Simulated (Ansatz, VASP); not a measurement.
One calculation of CaZn, two programs

File INCAR:

```
ALGO = Fast
EDIFF = 1E-6
ENCUT = 520
ISIF = 2
ISMEAR = 0
LASPH = True
LCHARG = False
LREAL = False
LWAVE = False
NBANDS = 18
NELM = 80
PREC = Accurate
SIGMA = 0.15
```

Contents of KPOINTS:

```
k-points
0
Gamma
  14 14 14
```

POSCAR

```
CaZn
1.0
    3.9637356676      0.0000000000      0.0000000000
    0.0000000000      3.9637356676      0.0000000000
    0.0000000000      0.0000000000      3.0917138207
Ca Zn
1 1
Direct
    0.0000000000      0.0000000000      0.0000000000
    0.5000000000      0.5000000000      0.5000000000
```

Input for Ansatz:

```yaml
crystal:
  lattice:
    - [3.9637356676, 0.0, 0.0]
    - [0.0, 3.9637356676, 0.0]
    - [0.0, 0.0, 3.0917138207]
  atoms:
    - { symbol: Ca, position: [0.0, 0.0, 0.0] }
    - { symbol: Zn, position: [0.5, 0.5, 0.5] }
basis:
  ecutwfc: 420
kpoints:
  mp_grid: { grid: [14, 14, 14] }
hamiltonian:
  xc: lda
scf:
  occupations: { method: gaussian, width: 0.15 }
output:
  forces: true
  stress: true
  eigenvalues: true
```

Alike in both runs: task single point; functional LDA; k mesh 14 × 14 × 14; occupations gaussian, width 0.15 eV; no spin polarisation.

|  | VASP | Ansatz |
| --- | --- | --- |
| version | VASP 6.6.1 | Ansatz 0.2.0 |
| potentials or method | VASP PAW LDA potentials, release 64 (Ca_sv, Zn), cutoff 520 eV | scalar-relativistic, plane waves, PAW |
| valence electrons in the cell | 22 | 22 |

Ansatz gave:

| Property | Result |
| --- | --- |
| gap on the k mesh at the Fermi level (eV) | none |
| pressure (GPa) | -3.2 |
| traceless stress, the component that is largest in VASP (GPa) | 6.21 |

Task: What did VASP give for the same quantities?

Result: gap on the k mesh at the Fermi level (eV): none; pressure (GPa): -3.0; traceless stress, the component that is largest in VASP (GPa): 6.21.

LDA's correlation is that of Perdew and Zunger in VASP and of Perdew and Wang (1992) in Ansatz. A gap of «none» marks a metal or a gap that the smearing closes.
